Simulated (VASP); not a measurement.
# CaMgSn4O8 (P-31m) in VASP: single point with PBE

Aim: the single point of CaMgSn4O8 with PBE.

Everything below comes from runs of VASP 6.6.1. Logs are shortened: lines on timing, memory, paths and dates and some standing lists are left out, and cuts for length are marked.

**1. The cell of the first run**

It takes space group P-31m (No. 162, trigonal). Conventional cell: a = 5.891 Å, b = 5.891 Å, c = 6.792 Å, α = 90.00°, β = 90.00°, γ = 120.00°. Within 3.5 Å of Mg (site symmetry -3m) lie 12 O at 2.68 to 3.40 Å and 2 Ca at 3.40 Å. Within 3.0 Å of Ca (site symmetry -3m) lie 6 O at 2.29 Å. Sn (site symmetry 3) has 4 O at 1.94 to 2.05 Å within 2.6 Å. Within 2.7 Å of O (site symmetry m) lie 2 Sn at 2.05 Å and 1 Ca at 2.29 Å and 1 Mg at 2.68 Å. Within 2.6 Å of O (site symmetry 32) lie 2 Sn at 1.94 Å.

**2. Single point, PBE (Ba replaced by Mg, lengths x 0.970, strained)**

Contents of INCAR:

```
SYSTEM = CaMgSn4O8
PREC = Accurate ; ENCUT = 520
EDIFF = 1E-6 ; ISMEAR = 0
SIGMA = 0.1 ; LREAL = .False.
LASPH = .True. ; NELM = 60
ALGO = Normal ; ISIF = 2
LWAVE = .False. ; LCHARG = .False.
GGA = PE ; NBANDS = 71
```

Contents of KPOINTS:

```
Automatic mesh
0
Gamma
  6 6 4
  0 0 0
```

Contents of POSCAR:

```
CaMgSn4O8
1.0
    5.8910871251      0.0000000000      0.0000000000
   -2.9455435625      5.1018311062      0.0000000000
    0.0000000000      0.0000000000      6.7923325903
Mg Ca Sn O
1 1 4 8
Direct
    0.0000000000      0.0000000000      0.0000000000
    0.0000000000      0.0000000000      0.5000000000
    0.3333333333      0.6666666667      0.7143560000
    0.6666666667      0.3333333333      0.7143560000
    0.3333333333      0.6666666667      0.2856440000
    0.6666666667      0.3333333333      0.2856440000
    0.3053520000      0.3053520000      0.7084210000
    0.6946480000      0.0000000000      0.7084210000
    0.0000000000      0.6946480000      0.7084210000
    0.6946480000      0.6946480000      0.2915790000
    0.0000000000      0.3053520000      0.2915790000
    0.3053520000      0.0000000000      0.2915790000
    0.3333333333      0.6666666667      0.0000000000
    0.6666666667      0.3333333333      0.0000000000
```

Potentials or basis: VASP PAW PBE potentials, release 64 (Mg, Ca_sv, Sn_d, O).

Run with:

```
> cat potpaw_PBE.64/Mg/POTCAR potpaw_PBE.64/Ca_sv/POTCAR potpaw_PBE.64/Sn_d/POTCAR potpaw_PBE.64/O/POTCAR > POTCAR
> mpirun -np 1 vasp_std > vasp.out
```

OUTCAR:

```text
SYSTEM = CaMgSn4O8
   PREC = Accurate
   ENCUT = 520
   EDIFF = 1E-6
   ISMEAR = 0
   LREAL = .False.
   LASPH = .True.
   NELM = 60
   ISIF = 2
   GGA = PE

 ion  position               nearest neighbor table
   1  0.000  0.000  0.000-   9 2.68  11 2.68  10 2.68   7 2.68   8 2.68  12 2.68   2 3.40   2 3.40

   2  0.000  0.000  0.500-   9 2.29  11 2.29  10 2.29   7 2.29   8 2.29  12 2.29   1 3.40   1 3.40

   3  0.333  0.667  0.714-  13 1.94   9 2.05   8 2.05   7 2.05   5 2.91   4 3.40   4 3.40   4 3.40

   4  0.667  0.333  0.714-  14 1.94   8 2.05   9 2.05   7 2.05   6 2.91   3 3.40   3 3.40   3 3.40

   5  0.333  0.667  0.286-  13 1.94  12 2.05  11 2.05  10 2.05   3 2.91   6 3.40   6 3.40   6 3.40

   6  0.667  0.333  0.286-  14 1.94  11 2.05  12 2.05  10 2.05   4 2.91   5 3.40   5 3.40   5 3.40

   7  0.305  0.305  0.708-   3 2.05   4 2.05   2 2.29   1 2.68
   8  0.695  0.000  0.708-   4 2.05   3 2.05   2 2.29   1 2.68
   9  0.000  0.695  0.708-   3 2.05   4 2.05   2 2.29   1 2.68
  10  0.695  0.695  0.292-   6 2.05   5 2.05   2 2.29   1 2.68
  11  0.000  0.305  0.292-   6 2.05   5 2.05   2 2.29   1 2.68
  12  0.305  0.000  0.292-   5 2.05   6 2.05   2 2.29   1 2.68
  13  0.333  0.667  0.000-   3 1.94   5 1.94
  14  0.667  0.333  0.000-   4 1.94   6 1.94

  LATTYP: Found a hexagonal cell.
 ALAT       =     5.8910871251
 C/A-ratio  =     1.1529845759

  Lattice vectors:

 A1 = (   5.8910871251,   0.0000000000,   0.0000000000)
 A2 = (  -2.9455435625,   5.1018311062,   0.0000000000)
 A3 = (   0.0000000000,   0.0000000000,   6.7923325903)

Analysis of symmetry for initial positions (statically):
=====================================================================
 Subroutine PRICEL returns:
 Original cell was already a primitive cell.

 Routine SETGRP: Setting up the symmetry group for a
 hexagonal supercell.

 Subroutine GETGRP returns: Found 12 space group operations
 (whereof 12 operations were pure point group operations)
 out of a pool of 24 trial point group operations.

The static configuration has the point symmetry D_3d.

Analysis of symmetry for dynamics (positions and initial velocities):
=====================================================================
 Subroutine PRICEL returns:
 Original cell was already a primitive cell.

 Routine SETGRP: Setting up the symmetry group for a
 hexagonal supercell.

 Subroutine GETGRP returns: Found 12 space group operations
 (whereof 12 operations were pure point group operations)
 out of a pool of 24 trial point group operations.

The dynamic configuration has the point symmetry D_3d.

 Subroutine INISYM returns: Found 12 space group operations
 (whereof 12 operations are pure point group operations),
 and found     1 'primitive' translations

----------------------------------------------------------------------------------------

                                     Primitive cell

  volume of cell :     204.1458

  direct lattice vectors                    reciprocal lattice vectors
     5.891087125  0.000000000  0.000000000     0.169747956  0.098004028  0.000000000
    -2.945543563  5.101831106  0.000000000     0.000000000  0.196008057  0.000000000
     0.000000000  0.000000000  6.792332590     0.000000000  0.000000000  0.147224828

  length of vectors
     5.891087125  5.891087125  6.792332590     0.196008057  0.196008057  0.147224828

  position of ions in fractional coordinates (direct lattice)
     0.000000000  0.000000000  0.000000000
     0.000000000  0.000000000  0.500000000
     0.333333333  0.666666667  0.714356000
     0.666666667  0.333333333  0.714356000
     0.333333333  0.666666667  0.285644000
     0.666666667  0.333333333  0.285644000
     0.305352000  0.305352000  0.708421000
     0.694648000  0.000000000  0.708421000
     0.000000000  0.694648000  0.708421000
     0.694648000  0.694648000  0.291579000
     0.000000000  0.305352000  0.291579000
     0.305352000  0.000000000  0.291579000
     0.333333333  0.666666667  0.000000000
     0.666666667  0.333333333  0.000000000

  ion indices of the primitive-cell ions
   primitive index   ion index
                 1           1
                 2           2
                 3           3
                 4           4
                 5           5
                 6           6
                 7           7
                 8           8
                 9           9
                10          10
                11          11
                12          12
                13          13
                14          14

----------------------------------------------------------------------------------------

 KPOINTS: Automatic mesh

Automatic generation of k-mesh.
 Grid dimensions read from file:
 generate k-points for:    6    6    4

 Generating k-lattice:

  Cartesian coordinates                     Fractional coordinates (reciprocal lattice)
     0.028291326  0.016334005  0.000000000     0.166666667  0.000000000  0.000000000
     0.000000000  0.032668009  0.000000000     0.000000000  0.166666667  0.000000000
     0.000000000  0.000000000  0.036806207     0.000000000  0.000000000  0.250000000

  Length of vectors
     0.032668009  0.032668009  0.036806207

  Shift w.r.t. Gamma in fractional coordinates (k-lattice)
     0.000000000  0.000000000  0.000000000

 Subroutine IBZKPT returns following result:
 ===========================================

 Found     24 irreducible k-points:

 Following reciprocal coordinates:
            Coordinates               Weight
  0.000000  0.000000  0.000000      1.000000
  0.166667 -0.000000  0.000000      6.000000
  0.333333  0.000000  0.000000      6.000000
  0.500000  0.000000  0.000000      3.000000
  0.166667  0.166667  0.000000      6.000000
  0.333333  0.166667  0.000000     12.000000
[... 16 lines left out ...]
  0.333333  0.166667  0.500000     12.000000
  0.333333  0.333333  0.500000      2.000000
   k-points           NKPTS =     24   k-points in BZ     NKDIM =     24   number of bands    NBANDS=     71
   number of dos      NEDOS =    301   number of ions     NIONS =     14
   total plane-waves  NPLWV = 124416
   dimension x,y,z NGX =    48 NGY =   48 NGZ =   54
   dimension x,y,z NGXF=    96 NGYF=   96 NGZF=  108
   ions per type =               1   1   4   8
   NGX,Y,Z   is equivalent  to a cutoff of  13.55, 13.55, 13.22 a.u.
   NGXF,Y,Z  is equivalent  to a cutoff of  27.09, 27.09, 26.43 a.u.
 SYSTEM =  CaMgSn4O8
   PREC   = accura    normal or accurate (medium, high low for compatibility)
   ISTART =      0    job   : 0-new  1-cont  2-samecut
   ICHARG =      2    charge: 1-file 2-atom 10-const
   ISPIN  =      1    spin polarized calculation?
   LNONCOLLINEAR =      F non collinear calculations
   LSORBIT =      F    spin-orbit coupling
   LASPH  =      T    aspherical Exc in radial PAW
   ENCUT  =  520.0 eV  38.22 Ry    6.18 a.u.  10.95 10.95 12.63*2*pi/ulx,y,z
   NELM   =     60;   NELMIN=  2; NELMDL= -5     # of ELM steps
   EDIFF  = 0.1E-05   stopping-criterion for ELM
   LREAL  =      F    real-space projection
   EDIFFG = 0.1E-04   stopping-criterion for IOM
   NSW    =      0    number of steps for IOM
   IBRION =     -1    ionic relax: 0-MD 1-quasi-New 2-CG
   NFREE  =      0    steps in history (QN), initial steepest desc. (CG)
   ISIF   =      2    stress and relaxation
   ISYM   =      2    0-nonsym 1-usesym 2-fastsym
   POTIM  = 0.5000    time-step for ionic-motion
   TEBEG  =    0.0;   TEEND  =   0.0 temperature during run
   PSTRESS=    0.0 pullay stress
   NELECT =     116.0000    total number of electrons
   NUPDOWN=      -1.0000    fix difference up-down
   EMIN   =  10.00;   EMAX   =-10.00  energy-range for DOS
   EFERMI =   0.00;   METHOD = LEGACY
   ISMEAR =     0;   SIGMA  =   0.10  broadening in eV -4-tet -1-fermi 0-gaus
   EFERMI_NEDOS =   21; number of points for ismear=-14 and -15
   IALGO  =     38    algorithm
   IMIX   =      4    mixing-type and parameters
     AMIX     =   0.40;   BMIX     =  1.00
     AMIX_MAG =   1.60;   BMIX_MAG =  1.00
  volume/ion in A,a.u.               =      14.58        98.40
  Fermi-wavevector in a.u.,A,eV,Ry     =   1.355961  2.562396 25.016099  1.838631
  Thomas-Fermi vector in A             =   2.483005
   LORBIT       =      0    0 simple, 1 ext, 2 COOP (PROOUT), +10 PAW based schemes
   GGA     = PE    functional components
   LHFCALC =     F    Hartree Fock is set to
   AEXX    =    0.0000 exact exchange contribution
   IVDW    =     0    specifies the selected vdW correction
   LEPSILON=     F    determine dielectric tensor
   LRPA    =     F    only Hartree local field effects (RPA)
 non-spin polarized calculation
 Gauss-broadening in eV      SIGMA  =   0.10
  energy-cutoff  :      520.00
  volume of cell :      204.15
 maximum number of plane-waves:      5514
 NGX is ok and might be reduce to    48
   NGX = 21   NGY = 21   NGZ = 25

 number of electron     115.9999995 magnetization

 Free energy of the ion-electron system (eV)
  ---------------------------------------------------
  ext. energy  EPLUGINS =         0.00000000
  ---------------------------------------------------
  free energy    TOTEN  =       -78.91533591 eV

  energy without entropy =      -78.90807485  energy(sigma->0) =      -78.91170538

 E-fermi :   6.1783     XC(G=0): -10.2868

 val. band max:        6.1396117194   @ k =   0.1667  -0.0000   0.5000
 cond. band min:       6.1916136836   @ k =   0.0000   0.0000   0.0000
 fundamental gap:      0.0520019643
 Fermi energy:         6.1783282018

 k-point     1 :       0.0000    0.0000    0.0000
  band No.  band energies     occupation
      1     -32.9962      2.00000
      2     -16.1535      2.00000
      3     -15.9469      2.00000
      4     -15.9231      2.00000
      5     -15.9231      2.00000
      6     -15.8664      2.00000
[... 62 lines left out ...]
     69      12.0884      0.00000
     70      12.0884      0.00000
[... 1677 lines left out ...]
     69      11.2838      0.00000
     70      11.9128      0.00000
 [bands above 70 left out]

------------------------ aborting loop because EDIFF is reached ----------------------------------------

  FORCE on cell =-STRESS in cart. coord.  units (eV):
  Direction    XX          YY          ZZ          XY          YZ          ZX
  --------------------------------------------------------------------------------------
  -------------------------------------------------------------------------------------
  Total       15.2579674     15.2579674      5.9808138      0.0000000      0.0000000     -0.0000000
  in kB      119.7475945    119.7475945     46.9386290      0.0000000      0.0000000     -0.0000000
  external PRESSURE =      95.4779393 kB  Pullay stress =       0.0000000 kB

 VOLUME and BASIS-vectors are now :
 -----------------------------------------------------------------------------
  energy-cutoff  :      520.00
  volume of cell :      204.15
      direct lattice vectors                 reciprocal lattice vectors
     5.891087125  0.000000000  0.000000000     0.169747956  0.098004028  0.000000000
    -2.945543563  5.101831106  0.000000000     0.000000000  0.196008057  0.000000000
     0.000000000  0.000000000  6.792332590     0.000000000  0.000000000  0.147224828

 POSITION                                       TOTAL-FORCE (eV/Angst)
 -----------------------------------------------------------------------------------
      0.00000      0.00000      0.00000        -0.000000     -0.000000     -0.000000
      0.00000      0.00000      3.39617        -0.000000     -0.000000     -0.000000
     -0.00000      3.40122      4.85214        -0.000000     -0.000000     -0.715408
      2.94554      1.70061      4.85214        -0.000000      0.000000     -0.715408
     -0.00000      3.40122      1.94019        -0.000000      0.000000      0.715408
      2.94554      1.70061      1.94019        -0.000000      0.000000      0.715408
      0.89943      1.55785      4.81183        -0.650359     -1.126454      0.887398
      4.09223      0.00000      4.81183         1.300717     -0.000000      0.887398
     -2.04612      3.54398      4.81183        -0.650359      1.126454      0.887398
      2.04612      3.54398      1.98050         0.650359      1.126454     -0.887398
     -0.89943      1.55785      1.98050         0.650359     -1.126454     -0.887398
      1.79886      0.00000      1.98050        -1.300717      0.000000     -0.887398
     -0.00000      3.40122      0.00000        -0.000000     -0.000000     -0.000000
      2.94554      1.70061      0.00000        -0.000000     -0.000000     -0.000000
 -----------------------------------------------------------------------------------
    total drift:                               -0.000000      0.000000     -0.000000

  FREE ENERGIE OF THE ION-ELECTRON SYSTEM (eV)
  ---------------------------------------------------
  free  energy   TOTEN  =       -78.9153359140 eV

  energy  without entropy=      -78.9080748505  energy(sigma->0) =      -78.91170538
```

Run time: 16 min. Hardware: 1 thread of Intel Xeon 8259CL, shared host; peak memory 0.54 GiB.

Results:

```
Free energy            : -78.9153 eV
Pressure               : 9.5 GPa
Largest force          : 1.575 eV/Å
Band gap on the k mesh : zero (bands 58 and 59 overlap by 0.10 eV)
```

Forces on the atoms (eV/Å):
```
Mg   0.000  0.000  0.000
Ca   0.000  0.000  0.000
Sn   0.000  0.000 -0.715
Sn   0.000  0.000 -0.715
Sn   0.000  0.000  0.715
Sn   0.000  0.000  0.715
O   -0.650 -1.126  0.887
O    1.301  0.000  0.887
O   -0.650  1.126  0.887
O    0.650  1.126 -0.887
O    0.650 -1.126 -0.887
O   -1.301  0.000 -0.887
O    0.000  0.000  0.000
O    0.000  0.000  0.000
```

Caveat: the cell differs from its parent crystal (Ba replaced by Mg, lengths x 0.970, strained); the cell stands under pressure; semilocal functionals underestimate gaps, so a narrow gap can read as zero; spin-orbit coupling is left out, which moves the levels of the heavy elements; forces of over 1 eV/Å act on the atoms, so gaps and moduli don't describe the material at rest.
